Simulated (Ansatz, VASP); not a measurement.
One calculation of InCoB3, two programs

INCAR

```
ALGO = Normal
EDIFF = 1E-7
ENCUT = 520
GGA = CA
ISIF = 2
ISMEAR = 0
LASPH = T
LCHARG = F
LREAL = F
LWAVE = F
NBANDS = 42
NELM = 60
PREC = Accurate
SIGMA = 0.0536
```

KPOINTS

```
k-points
0
Gamma
  6 6 6
```

Contents of POSCAR:

```
InCoB3
1.0
    3.3244960000      0.0000000000      0.0000000000
    1.6622480000     -9.5962020000      0.0000000000
    0.0000000000      0.0000000000     -3.2588810000
Co B In
2 6 2
Direct
    0.2050000000      0.5900000000      0.7500000000
    0.7950000000      0.4100000000      0.2500000000
    0.6530000000      0.6940000000      0.7500000000
    0.3470000000      0.3060000000      0.2500000000
    0.3260000000      0.3480000000      0.7500000000
    0.6740000000      0.6520000000      0.2500000000
    0.5250000000      0.9500000000      0.7500000000
    0.4750000000      0.0500000000      0.2500000000
    0.9280000000      0.1440000000      0.7500000000
    0.0720000000      0.8560000000      0.2500000000
```

Input for Ansatz:

```yaml
crystal:
  lattice:
    - [3.324496, 0.0, 0.0]
    - [1.662248, -9.596202, 0.0]
    - [0.0, 0.0, -3.258881]
  atoms:
    - { symbol: Co, position: [0.205, 0.59, 0.75] }
    - { symbol: Co, position: [0.795, 0.41, 0.25] }
    - { symbol: B, position: [0.653, 0.694, 0.75] }
    - { symbol: B, position: [0.347, 0.306, 0.25] }
    - { symbol: In, position: [0.928, 0.144, 0.75] }
    - { symbol: In, position: [0.072, 0.856, 0.25] }
    - { symbol: B, position: [0.326, 0.348, 0.75] }
    - { symbol: B, position: [0.674, 0.652, 0.25] }
    - { symbol: B, position: [0.525, 0.95, 0.75] }
    - { symbol: B, position: [0.475, 0.05, 0.25] }
  symmetry: { tolerance: 0.0003 }
kpoints:
  mp_grid: { grid: [6, 6, 6], shift: [0, 0, 0] }
magnetization:
  spin_polarized: false
scf:
  occupations: { method: gaussian, width: 0.0536 }
hamiltonian:
  pseudopotentials: { kind: paw }
  xc: lda
basis:
  ecutwfc: 420
output:
  forces: true
  stress: true
  eigenvalues: true
```

Alike in both runs: task single point; functional LDA; k mesh 6 × 6 × 6; occupations gaussian, width 0.0536 eV; no spin polarisation.

```csv
,VASP,Ansatz
version,VASP 6.6.1,Ansatz 0.2.0
potentials or method,"VASP PAW LDA potentials, release 64 (Co, B, In_d), cutoff 520 eV",PAW plane waves
valence electrons in the cell,62,78
```

```csv
,VASP,Ansatz,Ansatz less VASP
gap on the k mesh at the Fermi level (eV),none,none,-
pressure (GPa),-7.1,-7.5,-0.33
rms of the force components (eV/Å),0.898,0.893,-0.0042
```

LDA's correlation is that of Perdew and Zunger in VASP and of Perdew and Wang (1992) in Ansatz. A gap of «none» marks a metal or a gap that the smearing closes. VASP's potentials hold 62 valence electrons a cell and Ansatz's 78, so a difference there can come from the potentials and not from the codes.
